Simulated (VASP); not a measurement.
# MoS2 (P6_3/mmc) in VASP: a series of runs

Runs on MoS2. Level: r2SCAN. Tasks: single point.

Program: VASP 6.6.1. These are calculated values, not measurements. Logs are shortened: lines on timing, memory, paths and dates and some standing lists are left out, and cuts for length are marked.

## (1) The cell of the first run

It takes space group P6_3/mmc (No. 194, hexagonal). The conventional cell has a = 3.248 Å, b = 3.248 Å, c = 12.819 Å, α = 90.00°, β = 90.00°, γ = 120.00°. Within 3.2 Å of Mo (site symmetry -6m2) lie 6 S at 2.42 Å. S (site symmetry 3m) has 3 Mo at 2.42 Å and 1 S at 3.07 Å within 3.2 Å.

## (2) Single point, r2SCAN (in-plane strain +0.02)

File POSCAR:

```
MoS2
1.0
    3.2481217028      0.0000000000      0.0000000000
   -1.6240608514      2.8129559092      0.0000000000
    0.0000000000      0.0000000000     12.8188603635
Mo S
2 4
Direct
    0.3333333333      0.6666666667      0.2500000000
    0.6666666667      0.3333333333      0.7500000000
    0.3333333333      0.6666666667      0.6303305578
    0.6666666667      0.3333333333      0.1303305578
    0.3333333333      0.6666666667      0.8696694422
    0.6666666667      0.3333333333      0.3696694422
```

File INCAR.step1:

```
  ALGO = Normal
  EDIFF = 1E-4
  ENCUT = 520
  GGA = PE
  ISMEAR = 0
  LASPH = T
  LCHARG = F
  LREAL = F
  LWAVE = T
  NBANDS = 35
  NELM = 100
  PREC = Accurate
  SIGMA = 0.01
```

File INCAR.step2:

```
  ALGO = Normal
  EDIFF = 1E-6
  ENCUT = 520
  ISIF = 2
  ISMEAR = 0
  ISTART = 1
  LASPH = T
  LCHARG = F
  LMIXTAU = T
  LREAL = F
  LWAVE = F
  METAGGA = R2SCAN
  NBANDS = 35
  NELM = 100
  PREC = Accurate
  SIGMA = 0.01
```

File KPOINTS:

```
k-points
0
Gamma
  6 6 2
```

Potentials or basis: VASP PAW PBE potentials, release 64 (Mo_sv, S).

Started as:

```sh
$ cat potpaw_PBE.64/Mo_sv/POTCAR potpaw_PBE.64/S/POTCAR > POTCAR
$ cp INCAR.step1 INCAR
$ mpirun -np 1 vasp_std > vasp.out
$ cp INCAR.step2 INCAR
$ mpirun -np 1 vasp_std > vasp.out
```

OUTCAR:

```text
EDIFF = 1E-6
   ENCUT = 520
   ISIF = 2
   ISMEAR = 0
   ISTART = 1
   LASPH = T
   LREAL = F
   METAGGA = R2SCAN
   NELM = 100
   PREC = Accurate

 ion  position               nearest neighbor table
   1  0.333  0.667  0.250-   4 2.42   6 2.42   4 2.42   6 2.42   4 2.42   6 2.42
   2  0.667  0.333  0.750-   3 2.42   5 2.42   3 2.42   5 2.42   3 2.42   5 2.42
   3  0.333  0.667  0.630-   2 2.42   2 2.42   2 2.42
   4  0.667  0.333  0.130-   1 2.42   1 2.42   1 2.42
   5  0.333  0.667  0.870-   2 2.42   2 2.42   2 2.42
   6  0.667  0.333  0.370-   1 2.42   1 2.42   1 2.42

  LATTYP: Found a hexagonal cell.
 ALAT       =     3.2481217028
 C/A-ratio  =     3.9465455843

  Lattice vectors:

 A1 = (   3.2481217028,   0.0000000000,   0.0000000000)
 A2 = (  -1.6240608514,   2.8129559092,   0.0000000000)
 A3 = (   0.0000000000,   0.0000000000,  12.8188603635)

Analysis of symmetry for initial positions (statically):
=====================================================================
 Subroutine PRICEL returns:
 Original cell was already a primitive cell.

 Routine SETGRP: Setting up the symmetry group for a
 hexagonal supercell.

 Subroutine GETGRP returns: Found 24 space group operations
 (whereof 12 operations were pure point group operations)
 out of a pool of 24 trial point group operations.

The static configuration has the point symmetry D_3d.
 The point group associated with its full space group is D_6h.

Analysis of symmetry for dynamics (positions and initial velocities):
=====================================================================
 Subroutine PRICEL returns:
 Original cell was already a primitive cell.

 Routine SETGRP: Setting up the symmetry group for a
 hexagonal supercell.

 Subroutine GETGRP returns: Found 24 space group operations
 (whereof 12 operations were pure point group operations)
 out of a pool of 24 trial point group operations.

The dynamic configuration has the point symmetry D_3d.
 The point group associated with its full space group is D_6h.

 Subroutine INISYM returns: Found 24 space group operations
 (whereof 12 operations are pure point group operations),
 and found     1 'primitive' translations

----------------------------------------------------------------------------------------

                                     Primitive cell

  volume of cell :     117.1237

  direct lattice vectors                    reciprocal lattice vectors
     3.248121703  0.000000000  0.000000000     0.307870237  0.177748964  0.000000000
    -1.624060851  2.812955909  0.000000000     0.000000000  0.355497929  0.000000000
     0.000000000  0.000000000 12.818860364     0.000000000  0.000000000  0.078010055

  length of vectors
     3.248121703  3.248121703 12.818860364     0.355497929  0.355497929  0.078010055

  position of ions in fractional coordinates (direct lattice)
     0.333333333  0.666666667  0.250000000
     0.666666667  0.333333333  0.750000000
     0.333333333  0.666666667  0.630330558
     0.666666667  0.333333333  0.130330558
     0.333333333  0.666666667  0.869669442
     0.666666667  0.333333333  0.369669442

  ion indices of the primitive-cell ions
   primitive index   ion index
                 1           1
                 2           2
                 3           3
                 4           4
                 5           5
                 6           6

----------------------------------------------------------------------------------------

 KPOINTS: k-points

Automatic generation of k-mesh.
 Grid dimensions read from file:
 generate k-points for:    6    6    2

 Generating k-lattice:

  Cartesian coordinates                     Fractional coordinates (reciprocal lattice)
     0.051311706  0.029624827  0.000000000     0.166666667  0.000000000  0.000000000
     0.000000000  0.059249655  0.000000000     0.000000000  0.166666667  0.000000000
     0.000000000  0.000000000  0.039005027     0.000000000  0.000000000  0.500000000

  Length of vectors
     0.059249655  0.059249655  0.039005027

  Shift w.r.t. Gamma in fractional coordinates (k-lattice)
     0.000000000  0.000000000  0.000000000

 Subroutine IBZKPT returns following result:
 ===========================================

 Found     14 irreducible k-points:

 Following reciprocal coordinates:
            Coordinates               Weight
  0.000000  0.000000  0.000000      1.000000
  0.166667 -0.000000  0.000000      6.000000
  0.333333 -0.000000  0.000000      6.000000
  0.500000 -0.000000  0.000000      3.000000
  0.166667  0.166667  0.000000      6.000000
  0.333333  0.166667  0.000000     12.000000
  0.333333  0.333333  0.000000      2.000000
  0.000000  0.000000  0.500000      1.000000
  0.166667 -0.000000  0.500000      6.000000
  0.333333 -0.000000  0.500000      6.000000
  0.500000 -0.000000  0.500000      3.000000
  0.166667  0.166667  0.500000      6.000000
  0.333333  0.166667  0.500000     12.000000
  0.333333  0.333333  0.500000      2.000000
   k-points           NKPTS =     14   k-points in BZ     NKDIM =     14   number of bands    NBANDS=     35
   number of dos      NEDOS =    301   number of ions     NIONS =      6
   total plane-waves  NPLWV =  55296
   dimension x,y,z NGX =    24 NGY =   24 NGZ =   96
   dimension x,y,z NGXF=    48 NGYF=   48 NGZF=  192
   ions per type =               2   4
   NGX,Y,Z   is equivalent  to a cutoff of  12.28, 12.28, 12.45 a.u.
   NGXF,Y,Z  is equivalent  to a cutoff of  24.57, 24.57, 24.90 a.u.
 SYSTEM =  unknown system
   PREC   = accura    normal or accurate (medium, high low for compatibility)
   ISTART =      1    job   : 0-new  1-cont  2-samecut
   ICHARG =      0    charge: 1-file 2-atom 10-const
   ISPIN  =      1    spin polarized calculation?
   LNONCOLLINEAR =      F non collinear calculations
   LSORBIT =      F    spin-orbit coupling
   LASPH  =      T    aspherical Exc in radial PAW
   ENCUT  =  520.0 eV  38.22 Ry    6.18 a.u.   6.04  6.04 23.83*2*pi/ulx,y,z
   NELM   =    100;   NELMIN=  2; NELMDL=  0     # of ELM steps
   EDIFF  = 0.1E-05   stopping-criterion for ELM
   LREAL  =      F    real-space projection
[... 7 lines left out ...]
   TEBEG  =    0.0;   TEEND  =   0.0 temperature during run
   PSTRESS=    0.0 pullay stress
   NELECT =      52.0000    total number of electrons
   NUPDOWN=      -1.0000    fix difference up-down
   EMIN   =  10.00;   EMAX   =-10.00  energy-range for DOS
   EFERMI =   0.00;   METHOD = LEGACY
   ISMEAR =     0;   SIGMA  =   0.01  broadening in eV -4-tet -1-fermi 0-gaus
   EFERMI_NEDOS =   21; number of points for ismear=-14 and -15
   IALGO  =     38    algorithm
   IMIX   =      4    mixing-type and parameters
     AMIX     =   0.40;   BMIX     =  1.00
     AMIX_MAG =   1.60;   BMIX_MAG =  1.00
  volume/ion in A,a.u.               =      19.52       131.73
  Fermi-wavevector in a.u.,A,eV,Ry     =   1.248900  2.360079 21.221710  1.559752
  Thomas-Fermi vector in A             =   2.382966
   LORBIT       =      0    0 simple, 1 ext, 2 COOP (PROOUT), +10 PAW based schemes
   METAGGA = R2SCAN    functional components
   LHFCALC =     F    Hartree Fock is set to
   AEXX    =    0.0000 exact exchange contribution
   IVDW    =     0    specifies the selected vdW correction
   LEPSILON=     F    determine dielectric tensor
   LRPA    =     F    only Hartree local field effects (RPA)
 non-spin polarized calculation
 Gauss-broadening in eV      SIGMA  =   0.01
  energy-cutoff  :      520.00
  volume of cell :      117.12
 maximum number of plane-waves:      3186
   NGX = 13   NGY = 13   NGZ = 47

 number of electron      52.0000006 magnetization

 Free energy of the ion-electron system (eV)
  ---------------------------------------------------
  ext. energy  EPLUGINS =         0.00000000
  ---------------------------------------------------
  free energy    TOTEN  =       -90.01100497 eV

  energy without entropy =      -90.01100497  energy(sigma->0) =      -90.01100497

 E-fermi :   6.5030     XC(G=0): -10.9123

 val. band max:        6.3450593414   @ k =   0.0000   0.0000   0.0000
 cond. band min:       7.0931596323   @ k =   0.3333   0.3333   0.0000
 fundamental gap:      0.7481002909
 Fermi energy:         6.5030362328

 k-point     1 :       0.0000    0.0000    0.0000
  band No.  band energies     occupation
      1     -57.2634      2.00000
      2     -57.2634      2.00000
      3     -30.6349      2.00000
      4     -30.6349      2.00000
      5     -30.4971      2.00000
      6     -30.4971      2.00000
[... 27 lines left out ...]
     34       8.7439      0.00000
     35      11.9278      0.00000

 k-point     2 :       0.1667   -0.0000    0.0000
  band No.  band energies     occupation
      1     -57.2554      2.00000
      2     -57.2554      2.00000
      3     -30.6183      2.00000
      4     -30.6183      2.00000
      5     -30.5803      2.00000
      6     -30.5803      2.00000
[... 27 lines left out ...]
     34       9.0325      0.00000
     35      13.3922      0.00000

 k-point     3 :       0.3333   -0.0000    0.0000
  band No.  band energies     occupation
      1     -57.2396      2.00000
      2     -57.2396      2.00000
      3     -30.7433      2.00000
      4     -30.7433      2.00000
      5     -30.5849      2.00000
      6     -30.5849      2.00000
[... 27 lines left out ...]
     34       9.8955      0.00000
     35      13.3412      0.00000
[... 343 lines left out ...]
 k-point    13 :       0.3333    0.1667    0.5000
  band No.  band energies     occupation
      1     -57.2316      2.00000
      2     -57.2316      2.00000
      3     -30.7827      2.00000
      4     -30.7827      2.00000
      5     -30.6146      2.00000
      6     -30.6146      2.00000
[... 27 lines left out ...]
     34      10.1928      0.00000
     35      13.1006      0.00000

 k-point    14 :       0.3333    0.3333    0.5000
  band No.  band energies     occupation
      1     -57.2276      2.00000
      2     -57.2276      2.00000
      3     -30.7449      2.00000
      4     -30.7449      2.00000
      5     -30.7030      2.00000
      6     -30.7030      2.00000
[... 27 lines left out ...]
     34      10.4626      0.00000
     35      13.0496      0.00000

------------------------ aborting loop because EDIFF is reached ----------------------------------------

  FORCE on cell =-STRESS in cart. coord.  units (eV):
  Direction    XX          YY          ZZ          XY          YZ          ZX
  --------------------------------------------------------------------------------------
  -------------------------------------------------------------------------------------
  Total       -3.7230373     -3.7230373     -0.0550531      0.0000000     -0.0000000      0.0000000
  in kB      -50.9287877    -50.9287877     -0.7530918      0.0000000     -0.0000000      0.0000000
  external PRESSURE =     -34.2035558 kB  Pullay stress =       0.0000000 kB

 VOLUME and BASIS-vectors are now :
 -----------------------------------------------------------------------------
  energy-cutoff  :      520.00
  volume of cell :      117.12
      direct lattice vectors                 reciprocal lattice vectors
     3.248121703  0.000000000  0.000000000     0.307870237  0.177748964  0.000000000
    -1.624060851  2.812955909  0.000000000     0.000000000  0.355497929  0.000000000
     0.000000000  0.000000000 12.818860364     0.000000000  0.000000000  0.078010055

 POSITION                                       TOTAL-FORCE (eV/Angst)
 -----------------------------------------------------------------------------------
     -0.00000      1.87530      3.20472        -0.000000      0.000000      0.000000
      1.62406      0.93765      9.61415         0.000000     -0.000000      0.000000
     -0.00000      1.87530      8.08012         0.000000     -0.000000      0.013871
      1.62406      0.93765      1.67069        -0.000000      0.000000      0.013871
     -0.00000      1.87530     11.14817         0.000000     -0.000000     -0.013871
      1.62406      0.93765      4.73874        -0.000000     -0.000000     -0.013871
 -----------------------------------------------------------------------------------
    total drift:                               -0.000000      0.000000     -0.000000

  FREE ENERGIE OF THE ION-ELECTRON SYSTEM (eV)
  ---------------------------------------------------
  free  energy   TOTEN  =       -90.0110049681 eV

  energy  without entropy=      -90.0110049681  energy(sigma->0) =      -90.01100497
```

Run time: 82 s. Hardware: 1 thread of Intel Xeon 6975P-C (Granite Rapids), shared host; peak memory 0.25 GiB.

Results:

* Free energy: -90.0110 eV
* Pressure: -3.4 GPa
* Largest force: 0.014 eV/Å
* Band gap on the k mesh: 0.75 eV, indirect (least direct gap 1.52 eV)

Forces in eV/Å, atoms in the order of the input:
```
Mo   0.000  0.000  0.000
Mo   0.000  0.000  0.000
S    0.000  0.000  0.014
S    0.000  0.000  0.014
S    0.000  0.000 -0.014
S    0.000  0.000 -0.014
```

Stress tensor (GPa, compression positive):
```
-5.09  0.00  0.00
 0.00 -5.09  0.00
 0.00  0.00 -0.08
```

Levels at points of the mesh, in eV from the valence-band top:
```tsv
k point	band 24	band 25	band 26	band 27	band 28	band 29
(0.00, 0.00, 0.00)	-1.44	-0.83	0.00	2.04	2.04	2.05
(0.50, 0.00, 0.00)	-1.98	-1.39	-1.29	1.40	1.43	1.87
(0.00, 0.00, 0.50)	-2.42	-0.25	-0.25	2.04	2.04	2.04
(0.50, 0.00, 0.50)	-2.03	-1.34	-1.34	1.42	1.42	1.94
```

Caveat: the cell differs from its parent crystal (in-plane strain +0.02); the PAW data sets were made with another functional, which shifts forces and pressure a little. A k mesh can miss the band edges.

## (3) Single point, r2SCAN (in-plane strain +0.02, then relaxed in part)

File POSCAR:

```
MoS2
1.0
    3.2481217028      0.0000000000      0.0000000000
   -1.6240608514      2.8129559092      0.0000000000
    0.0000000000      0.0000000000     12.8670796033
Mo S
2 4
Direct
    0.3333333333      0.6666666667      0.2500000000
    0.6666666667      0.3333333333      0.7500000000
    0.3333333333      0.6666666667      0.6308292111
    0.6666666667      0.3333333333      0.1308292111
    0.3333333333      0.6666666667      0.8691707889
    0.6666666667      0.3333333333      0.3691707889
```

File INCAR.step1:

```
ALGO = Normal ; EDIFF = 1E-4
ENCUT = 520 ; GGA = PE
ISMEAR = 0 ; LASPH = T
LCHARG = F ; LREAL = F
LWAVE = T ; NBANDS = 35
NELM = 60 ; PREC = Accurate
SIGMA = 0.01
```

File INCAR.step2:

```
ALGO = Normal ; EDIFF = 1E-6
ENCUT = 520 ; ISIF = 2
ISMEAR = 0 ; ISTART = 1
LASPH = T ; LCHARG = T
LELF = T ; LMIXTAU = T
LREAL = F ; LVHAR = T
LWAVE = F ; METAGGA = R2SCAN
NBANDS = 35 ; NELM = 60
PREC = Accurate ; SIGMA = 0.01
```

KPOINTS is that of step 2.

Potentials or basis: VASP PAW PBE potentials, release 64 (Mo_sv, S).

Started as:

```sh
$ cat potpaw_PBE.64/Mo_sv/POTCAR potpaw_PBE.64/S/POTCAR > POTCAR
$ cp INCAR.step1 INCAR
$ mpirun -np 1 vasp_std > vasp.out
$ cp INCAR.step2 INCAR
$ mpirun -np 1 vasp_std > vasp.out
```

Run time: 92 s. Hardware: 1 thread of Intel Xeon 6975P-C (Granite Rapids), shared host; peak memory 0.25 GiB.

It converged, with:

```
Free energy            : -90.0112 eV
Pressure               : -3.4 GPa
Band gap on the k mesh : 0.75 eV, indirect (least direct gap 1.52 eV)
```

Forces in eV/Å, atoms in the order of the input:
```
Mo   0.000  0.000  0.000
Mo   0.000  0.000  0.000
S    0.000  0.000 -0.002
S    0.000  0.000 -0.002
S    0.000  0.000  0.002
S    0.000  0.000  0.002
```

Stress tensor (GPa, compression positive):
```
-5.05  0.00  0.00
 0.00 -5.05  0.00
 0.00  0.00 -0.02
```

Levels at points of the mesh, in eV from the valence-band top:
| k point | band 24 | band 25 | band 26 | band 27 | band 28 | band 29 |
| --- | --- | --- | --- | --- | --- | --- |
| (0.00, 0.00, 0.00) | -1.46 | -0.82 | 0.00 | 2.05 | 2.05 | 2.06 |
| (0.50, 0.00, 0.00) | -1.98 | -1.38 | -1.28 | 1.41 | 1.44 | 1.88 |
| (0.00, 0.00, 0.50) | -2.41 | -0.25 | -0.25 | 2.05 | 2.05 | 2.05 |
| (0.50, 0.00, 0.50) | -2.02 | -1.33 | -1.33 | 1.42 | 1.42 | 1.94 |

Caveat: the cell differs from its parent crystal (in-plane strain +0.02, then relaxed in part); the PAW data sets were made with another functional, which shifts forces and pressure a little. A k mesh can miss the band edges.
